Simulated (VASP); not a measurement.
A run of VASP 6.6.1 is set up as follows.

The input INCAR:

```
SYSTEM = ZrAl3B3N
ALGO = Normal ; EDIFF = 1E-6
ENCUT = 520 ; GGA = PE
ISIF = 2 ; ISMEAR = 0
LASPH = .TRUE. ; LCHARG = .FALSE.
LREAL = .FALSE. ; LWAVE = .FALSE.
NBANDS = 28 ; NELM = 100
PREC = Accurate ; SIGMA = 0.15
```

KPOINTS

```
k-points
0
G
  3 3 2
  0 0 0
```

File POSCAR:

```
ZrAl3B3N
1.0
    5.0752689847      0.0000000000      0.0000000000
   -2.5376344924      4.3953118718      0.0000000000
    0.0000000000      0.0000000000      4.4012603024
Zr Al B N
1 3 3 1
Direct
    0.0000000000      0.0000000000      0.0000000000
    0.5000000000      0.0000000000      0.5000000000
    0.0000000000      0.5000000000      0.5000000000
    0.5000000000      0.5000000000      0.5000000000
    0.5000000000      0.0000000000      0.0000000000
    0.0000000000      0.5000000000      0.0000000000
    0.5000000000      0.5000000000      0.0000000000
    0.0000000000      0.0000000000      0.5000000000
```

Potentials or basis: VASP PAW PBE potentials, release 64 (Zr_sv, Al, B, N).

The run is started by

```console
$ cat potpaw_PBE.64/Zr_sv/POTCAR potpaw_PBE.64/Al/POTCAR potpaw_PBE.64/B/POTCAR potpaw_PBE.64/N/POTCAR > POTCAR
$ mpirun -np 1 vasp_std > vasp.out
```

Predict the pressure.

0.0 GPa.

Stress tensor (GPa, compression positive):
```
 0.12  0.00  0.00
 0.00  0.12  0.00
 0.00  0.00 -0.11
```

Caveat: the k points lie up to 0.71 Å⁻¹ apart.
